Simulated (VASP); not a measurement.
Set up this calculation in VASP 6.6.1, as the native input.

```
Task                   : single point
Functional             : LDA
Potentials or basis    : VASP PAW LDA potentials, release 64 (C, Si)
Cutoff                 : 520 eV
k mesh                 : 9 × 9 × 1
Occupations            : gaussian, width 0.05 eV
Spin                   : no spin polarisation
Dipole correction      : yes
Further INCAR settings : ALGO = Normal; EDIFF = 1e-06; NBANDS = 26
```

The structure of SiC lies in POSCAR:

```
SiC
1.0
    3.0563072983      0.0000000000      0.0000000000
   -1.5281536492      2.6468397621      0.0000000000
    0.0000000000      0.0000000000     22.1475510109
C Si
4 4
Direct
    0.3333333333      0.6666666667      0.3160620331
    0.6666666667      0.3333333333      0.4293099759
    0.3333333333      0.6666666667      0.5438393525
    0.6666666667      0.3333333333      0.6582328783
    0.6666666667      0.3333333333      0.3441941386
    0.3333333333      0.6666666667      0.4574420814
    0.6666666667      0.3333333333      0.5703440384
    0.3333333333      0.6666666667      0.6834993836
```

The input as run:

INCAR

```
SYSTEM = SiC
ALGO = Normal
DIPOL = 0.5 0.5 0.500
EDIFF = 1E-6
ENCUT = 520
GGA = CA
IDIPOL = 3
ISIF = 2
ISMEAR = 0
LASPH = .True.
LCHARG = .False.
LDIPOL = .True.
LREAL = .False.
LWAVE = .False.
NBANDS = 26
NELM = 60
PREC = Accurate
SIGMA = 0.05
```

KPOINTS

```
k-points
0
Gamma
  9 9 1
  0 0 0
```

Potentials or basis: VASP PAW LDA potentials, release 64 (C, Si).

The run is started by

```console
$ cat potpaw_LDA.64/C/POTCAR potpaw_LDA.64/Si/POTCAR > POTCAR
$ mpirun -np 1 vasp_std > vasp.out
```

Results of the run:

```yaml
Largest_force: 3.055 eV/Å
Band_gap_on_the_k_mesh: zero (bands 16 and 17 overlap by 0.36 eV)
```

It took 2 min on 1 thread of AMD EPYC 9R45 96-Core Processor (Zen 5) (shared host), peak memory 0.22 GiB.
